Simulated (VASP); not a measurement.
# BaO (Fm-3m) in VASP: further runs

Aim: see how the results for BaO move with the level of theory and the settings. Levels: PBE, r2SCAN. Tasks: single point.

Program: VASP 6.6.1. These are calculated values, not measurements. Logs are shortened: lines on timing, memory, paths and dates and some standing lists are left out, and cuts for length are marked.

### 1 The cell of the first run

Symmetry: Fm-3m, No. 225, cubic system. Conventional cell: a = 5.544 Å, b = 5.544 Å, c = 5.544 Å, α = 90.00°, β = 90.00°, γ = 90.00°. Within 3.7 Å of Ba (site symmetry m-3m) lie 6 O at 2.77 Å. O (site symmetry m-3m) has 6 Ba at 2.77 Å within 3.7 Å.

### 2 Single point, PBE

INCAR reads:

```
ALGO     = Normal         # electronic algorithm
EDIFF    = 1E-6           # SCF threshold, eV
ENCUT    = 600            # plane-wave cutoff, eV
GGA      = PE             # functional
GGA_COMPAT= False        
ISIF     = 2              # what is computed and relaxed
ISMEAR   = 0              # smearing method
LASPH    = True           # aspherical terms in the spheres
LCHARG   = False          # write CHGCAR
LREAL    = False          # projectors in reciprocal space
LWAVE    = False          # write WAVECAR
NBANDS   = 15             # bands
NELM     = 120            # most SCF steps
PREC     = Accurate       # precision mode
SIGMA    = 0.01           # smearing width, eV
```

KPOINTS reads:

```
k-points
0
Gamma
  6 6 6
```

POSCAR reads:

```
BaO
1.0
    0.0000000000      2.7719428465      2.7719428465
    2.7719428465      0.0000000000      2.7719428465
    2.7719428465      2.7719428465      0.0000000000
Ba O
1 1
Direct
    0.0000000000      0.0000000000      0.0000000000
    0.5000000000      0.5000000000      0.5000000000
```

Potentials or basis: VASP PAW PBE potentials, release 64 (Ba_sv, O).

Launch:

```console
> cat potpaw_PBE.64/Ba_sv/POTCAR potpaw_PBE.64/O/POTCAR > POTCAR
> mpirun -np 1 vasp_std > vasp.out
```

OUTCAR:

```text
EDIFF = 1E-6
   ENCUT = 600
   GGA = PE
   ISIF = 2
   ISMEAR = 0
   LASPH = True
   LREAL = False
   NELM = 120
   PREC = Accurate

 ion  position               nearest neighbor table
   1  0.000  0.000  0.000-   2 2.77   2 2.77   2 2.77   2 2.77   2 2.77   2 2.77
   2  0.500  0.500  0.500-   1 2.77   1 2.77   1 2.77   1 2.77   1 2.77   1 2.77

  LATTYP: Found a face centered cubic cell.
 ALAT       =     5.5438856930

  Lattice vectors:

 A1 = (   0.0000000000,   2.7719428465,   2.7719428465)
 A2 = (   2.7719428465,   0.0000000000,   2.7719428465)
 A3 = (   2.7719428465,   2.7719428465,   0.0000000000)

Analysis of symmetry for initial positions (statically):
=====================================================================
 Subroutine PRICEL returns:
 Original cell was already a primitive cell.

 Routine SETGRP: Setting up the symmetry group for a
 face centered cubic supercell.

 Subroutine GETGRP returns: Found 48 space group operations
 (whereof 48 operations were pure point group operations)
 out of a pool of 48 trial point group operations.

The static configuration has the point symmetry O_h .

Analysis of symmetry for dynamics (positions and initial velocities):
=====================================================================
 Subroutine PRICEL returns:
 Original cell was already a primitive cell.

 Routine SETGRP: Setting up the symmetry group for a
 face centered cubic supercell.

 Subroutine GETGRP returns: Found 48 space group operations
 (whereof 48 operations were pure point group operations)
 out of a pool of 48 trial point group operations.

The dynamic configuration has the point symmetry O_h .

 Subroutine INISYM returns: Found 48 space group operations
 (whereof 48 operations are pure point group operations),
 and found     1 'primitive' translations

----------------------------------------------------------------------------------------

                                     Primitive cell

  volume of cell :      42.5974

  direct lattice vectors                    reciprocal lattice vectors
     0.000000000  2.771942847  2.771942847    -0.180378899  0.180378899  0.180378899
     2.771942847  0.000000000  2.771942847     0.180378899 -0.180378899  0.180378899
     2.771942847  2.771942847  0.000000000     0.180378899  0.180378899 -0.180378899

  length of vectors
     3.920119168  3.920119168  3.920119168     0.312425418  0.312425418  0.312425418

  position of ions in fractional coordinates (direct lattice)
     0.000000000  0.000000000  0.000000000
     0.500000000  0.500000000  0.500000000
[... 78 lines left out ...]
   PSTRESS=    0.0 pullay stress
   NELECT =      16.0000    total number of electrons
   NUPDOWN=      -1.0000    fix difference up-down
   EMIN   =  10.00;   EMAX   =-10.00  energy-range for DOS
   EFERMI =   0.00;   METHOD = LEGACY
   ISMEAR =     0;   SIGMA  =   0.01  broadening in eV -4-tet -1-fermi 0-gaus
   EFERMI_NEDOS =   21; number of points for ismear=-14 and -15
   IALGO  =     38    algorithm
   IMIX   =      4    mixing-type and parameters
     AMIX     =   0.40;   BMIX     =  1.00
     AMIX_MAG =   1.60;   BMIX_MAG =  1.00
  volume/ion in A,a.u.               =      21.30       143.73
  Fermi-wavevector in a.u.,A,eV,Ry     =   1.181192  2.232130 18.983051  1.395215
  Thomas-Fermi vector in A             =   2.317470
   LORBIT       =      0    0 simple, 1 ext, 2 COOP (PROOUT), +10 PAW based schemes
   GGA     = PE    functional components
   LHFCALC =     F    Hartree Fock is set to
   AEXX    =    0.0000 exact exchange contribution
   IVDW    =     0    specifies the selected vdW correction
   LEPSILON=     F    determine dielectric tensor
   LRPA    =     F    only Hartree local field effects (RPA)
 non-spin polarized calculation
 Gauss-broadening in eV      SIGMA  =   0.01
  energy-cutoff  :      600.00
  volume of cell :       42.60
 maximum number of plane-waves:      1435
   NGX = 15   NGY = 15   NGZ = 15

 number of electron      16.0000000 magnetization

 Free energy of the ion-electron system (eV)
  ---------------------------------------------------
  ext. energy  EPLUGINS =         0.00000000
  ---------------------------------------------------
  free energy    TOTEN  =       -11.79658090 eV

  energy without entropy =      -11.79658090  energy(sigma->0) =      -11.79658090

 E-fermi :   1.9803     XC(G=0):  -9.6074

 val. band max:        1.8577358752   @ k =   0.5000   0.5000   0.0000
 cond. band min:       3.8419248278   @ k =   0.5000   0.5000   0.0000
 fundamental gap:      1.9841889526
 Fermi energy:         1.9803252718

 k-point     1 :       0.0000    0.0000    0.0000
  band No.  band energies     occupation
      1     -24.0544      2.00000
      2     -13.1518      2.00000
      3      -8.5719      2.00000
      4      -8.5719      2.00000
      5      -8.5719      2.00000
      6       1.5225      2.00000
      7       1.5225      2.00000
      8       1.5225      2.00000
      9       5.3919      0.00000
     10       6.5421      0.00000
     11       6.5421      0.00000
     12       6.5421      0.00000
     13       8.8013      0.00000
     14       8.8013      0.00000
[... 257 lines left out ...]
      2     -13.4706      2.00000
      3      -9.8347      2.00000
      4      -9.3928      2.00000
      5      -8.7706      2.00000
      6       0.8094      2.00000
      7       1.6221      2.00000
      8       1.7405      2.00000
      9       5.1352      0.00000
     10       8.0443      0.00000
     11       8.5095      0.00000
     12      11.3613      0.00000
     13      11.5837      0.00000
     14      13.9114      0.00000
     15      14.1740      0.00000

------------------------ aborting loop because EDIFF is reached ----------------------------------------

  FORCE on cell =-STRESS in cart. coord.  units (eV):
  Direction    XX          YY          ZZ          XY          YZ          ZX
  --------------------------------------------------------------------------------------
  -------------------------------------------------------------------------------------
  Total        0.7367871      0.7367871      0.7367871     -0.0000000     -0.0000000      0.0000000
  in kB       27.7121221     27.7121221     27.7121221     -0.0000000     -0.0000000      0.0000000
  external PRESSURE =      27.7121221 kB  Pullay stress =       0.0000000 kB

 VOLUME and BASIS-vectors are now :
 -----------------------------------------------------------------------------
  energy-cutoff  :      600.00
  volume of cell :       42.60
      direct lattice vectors                 reciprocal lattice vectors
     0.000000000  2.771942847  2.771942847    -0.180378899  0.180378899  0.180378899
     2.771942847  0.000000000  2.771942847     0.180378899 -0.180378899  0.180378899
     2.771942847  2.771942847  0.000000000     0.180378899  0.180378899 -0.180378899

 POSITION                                       TOTAL-FORCE (eV/Angst)
 -----------------------------------------------------------------------------------
      0.00000      0.00000      0.00000        -0.000000      0.000000     -0.000000
      2.77194      2.77194      2.77194         0.000000      0.000000      0.000000
 -----------------------------------------------------------------------------------
    total drift:                                0.000000     -0.000000      0.000000

  FREE ENERGIE OF THE ION-ELECTRON SYSTEM (eV)
  ---------------------------------------------------
  free  energy   TOTEN  =       -11.7965808953 eV

  energy  without entropy=      -11.7965808953  energy(sigma->0) =      -11.79658090
```

Wall time 9.8 s (1 thread of Intel Xeon 6975P-C, shared host); peak memory 0.18 GiB.

Results:

```yaml
Free_energy: -11.7966 eV
Pressure: 2.8 GPa
Band_gap_on_the_k_mesh: 1.98 eV, direct
```

Levels at points of the mesh, in eV from the valence-band top:
| k point | band 4 | band 5 | band 6 | band 7 | band 8 | band 9 | band 10 | band 11 | band 12 | band 13 |
| --- | --- | --- | --- | --- | --- | --- | --- | --- | --- | --- |
| (0.00, 0.00, 0.00) | -10.43 | -10.43 | -0.34 | -0.34 | -0.34 | 3.53 | 4.68 | 4.68 | 4.68 | 6.94 |
| (0.50, 0.00, 0.00) | -10.55 | -10.55 | -1.99 | -1.46 | -1.46 | 4.92 | 7.15 | 7.15 | 8.17 | 10.47 |
| (0.50, 0.50, 0.00) | -11.01 | -11.01 | -0.15 | -0.15 | 0.00 | 1.98 | 5.96 | 8.88 | 9.38 | 9.71 |

Caveat: spin-orbit coupling is left out, which moves the levels of the heavy elements.

### 3 Single point, PBE

INCAR reads:

```
SYSTEM = BaO
PREC = Accurate
ENCUT = 600
EDIFF = 1E-6
ISMEAR = 0
SIGMA = 0.01
LREAL = .False.
LASPH = .True.
NELM = 120
ALGO = Normal
ISIF = 2
LWAVE = .False.
LCHARG = .False.
GGA = PE
NBANDS = 15
GGA_COMPAT = .False.
```

KPOINTS reads:

```
regular mesh
0
Gamma
  6 6 6
  0 0 0
```

POSCAR is that of step 2.

Potentials or basis: VASP PAW PBE potentials, release 64 (Ba_sv, O).

Launch:

```console
> cat potpaw_PBE.64/Ba_sv/POTCAR potpaw_PBE.64/O/POTCAR > POTCAR
> mpirun -np 1 vasp_std > vasp.out
```

It took 7.9 s on 1 thread of Intel Xeon 6975P-C, shared host; peak memory 0.18 GiB.

The run converged. Its results:

- Free energy: -11.7966 eV
- Pressure: 2.8 GPa
- Band gap on the k mesh: 1.98 eV, direct

Levels at points of the mesh, in eV from the valence-band top:
| k point | band 6 | band 7 | band 8 | band 9 | band 10 | band 11 |
| --- | --- | --- | --- | --- | --- | --- |
| (0.00, 0.00, 0.00) | -0.34 | -0.34 | -0.34 | 3.53 | 4.68 | 4.68 |
| (0.50, 0.00, 0.00) | -1.99 | -1.46 | -1.46 | 4.92 | 7.15 | 7.15 |
| (0.50, 0.50, 0.00) | -0.15 | -0.15 | 0.00 | 1.98 | 5.96 | 8.88 |

Caveat: spin-orbit coupling is left out, which moves the levels of the heavy elements. A k mesh can miss the band edges.

### 4 Single point, r2SCAN

POSCAR is that of step 3.

INCAR.step1 reads:

```
SYSTEM = BaO
ALGO     = Normal         ! electronic algorithm
EDIFF    = 1E-5           ! SCF threshold, eV
ENCUT    = 660            ! plane-wave cutoff, eV
GGA      = PE             ! functional
GGA_COMPAT= .FALSE.      
ISMEAR   = 0              ! smearing method
LASPH    = .TRUE.         ! aspherical terms in the spheres
LCHARG   = .FALSE.        ! write CHGCAR
LREAL    = .FALSE.        ! projectors in reciprocal space
LWAVE    = .TRUE.         ! write WAVECAR
NBANDS   = 15             ! bands
NELM     = 120            ! most SCF steps
PREC     = Accurate       ! precision mode
SIGMA    = 0.01           ! smearing width, eV
```

INCAR.step2 reads:

```
SYSTEM = BaO
ALGO     = Normal         ! electronic algorithm
EDIFF    = 1E-6           ! SCF threshold, eV
ENCUT    = 660            ! plane-wave cutoff, eV
GGA_COMPAT= .FALSE.      
ISIF     = 2              ! what is computed and relaxed
ISMEAR   = 0              ! smearing method
ISTART   = 1            
LASPH    = .TRUE.         ! aspherical terms in the spheres
LCHARG   = .FALSE.        ! write CHGCAR
LMIXTAU  = .TRUE.       
LREAL    = .FALSE.        ! projectors in reciprocal space
LWAVE    = .FALSE.        ! write WAVECAR
METAGGA  = R2SCAN         ! meta-GGA
NBANDS   = 15             ! bands
NELM     = 120            ! most SCF steps
PREC     = Accurate       ! precision mode
SIGMA    = 0.01           ! smearing width, eV
```

KPOINTS reads:

```
k-points
0
G
  6 6 6
  0 0 0
```

Launch:

```console
> cat potpaw_PBE.64/Ba_sv/POTCAR potpaw_PBE.64/O/POTCAR > POTCAR
> cp INCAR.step1 INCAR
> mpirun -np 1 vasp_std > vasp.out
> cp INCAR.step2 INCAR
> mpirun -np 1 vasp_std > vasp.out
```

It took 55 s on 1 thread of Intel Xeon 6975P-C, shared host; peak memory 0.22 GiB.

Results (log left out):

```yaml
Free_energy: -37.8262 eV
Pressure: 1.6 GPa
Band_gap_on_the_k_mesh: 2.32 eV, direct
```

Levels at points of the mesh, in eV from the valence-band top:
| k point | band 5 | band 6 | band 7 | band 8 | band 9 | band 10 | band 11 | band 12 |
| --- | --- | --- | --- | --- | --- | --- | --- | --- |
| (0.00, 0.00, 0.00) | -10.76 | -0.37 | -0.37 | -0.37 | 4.12 | 5.13 | 5.13 | 5.13 |
| (0.50, 0.00, 0.00) | -10.88 | -1.96 | -1.49 | -1.49 | 5.32 | 7.65 | 7.65 | 8.69 |
| (0.50, 0.50, 0.00) | -11.34 | -0.17 | -0.17 | 0.00 | 2.32 | 6.56 | 9.54 | 9.96 |

Caveat: the PAW data sets were made with another functional, which shifts forces and pressure a little; spin-orbit coupling is left out, which moves the levels of the heavy elements. r2SCAN opens gaps a little over a GGA but as a rule still falls short of measured ones.

### 5 Single point, PBE

INCAR reads:

```
ALGO = Normal
EDIFF = 1E-6
ENCUT = 600
GGA = PE
GGA_COMPAT = False
ISIF = 2
ISMEAR = 0
LASPH = True
LCHARG = False
LREAL = False
LWAVE = False
NBANDS = 15
NELM = 120
PREC = Accurate
SIGMA = 0.01
```

KPOINTS reads:

```
k-points
0
Gamma
  8 8 8
```

POSCAR is that of step 4.

Launch:

```console
> cat potpaw_PBE.64/Ba_sv/POTCAR potpaw_PBE.64/O/POTCAR > POTCAR
> mpirun -np 1 vasp_std > vasp.out
```

Wall time 15 s (1 thread of Intel Xeon 6975P-C, shared host); peak memory 0.19 GiB.

Results (log left out):

- Free energy: -11.7967 eV
- Pressure: 2.8 GPa
- Band gap on the k mesh: 1.98 eV, direct

Levels at points of the mesh, in eV from the valence-band top:
```csv
k point,band 6,band 7,band 8,band 9,band 10,band 11
"(0.00, 0.00, 0.00)",-0.34,-0.34,-0.34,3.53,4.68,4.68
"(0.50, 0.00, 0.00)",-1.99,-1.46,-1.46,4.92,7.15,7.15
"(0.50, 0.50, 0.00)",-0.15,-0.15,0.00,1.98,5.96,8.88
```

Caveat: spin-orbit coupling is left out, which moves the levels of the heavy elements.

### 6 Overview

```csv
level,k mesh,cutoff (eV),gap on the mesh (eV),pressure (GPa)
PBE,6 × 6 × 6,600,1.98,2.8
r2SCAN,6 × 6 × 6,660,2.32,1.6
PBE,8 × 8 × 8,600,1.98,2.8
```

Alike in all rows: task single point; potentials or basis VASP PAW PBE potentials, release 64 (Ba_sv, O); no spin polarisation; cell as given; smearing gaussian 0.01 eV.

On the cell as given the gap runs from 1.98 eV (PBE) to 2.32 eV (r2SCAN); the meshes differ, which moves gaps too. The pressure there spans 1.6 GPa (r2SCAN) to 2.8 GPa (PBE); a positive pressure means that this level wants a larger cell, a negative one a smaller.

Caveats: spin-orbit coupling is left out, which moves the levels of the heavy elements; the PAW data sets were made with another functional, which shifts forces and pressure a little (some runs).

Absolute energies hang on the potentials; compare differences alone.
